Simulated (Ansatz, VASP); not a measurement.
# Two plane-wave programs on C

```
C
1.0
     1.84641    0.00000    0.00000
     0.00000    1.84641    0.00000
     0.00000    0.00000    1.84641
C
1
Direct
  0.00000 0.00000 0.00000
```

Alike in both runs: task single point; functional RPBE; k mesh 20 × 20 × 20; occupations fermi-dirac, width 0.1 eV; no spin polarisation.

|  | VASP | Ansatz |
| --- | --- | --- |
| version | VASP 6.6.1 | Ansatz 0.2.0 |
| potentials or method | VASP PAW PBE potentials, release 64 (C), cutoff 520 eV | plane waves (420 eV) with PAW, scalar-relativistic |
| valence electrons in the cell | 4 | 4 |

```csv
,VASP,Ansatz,Ansatz less VASP
pressure (GPa),-25.7,-25.7,-0.06
```

VASP's potentials were made for PBE, not for RPBE.
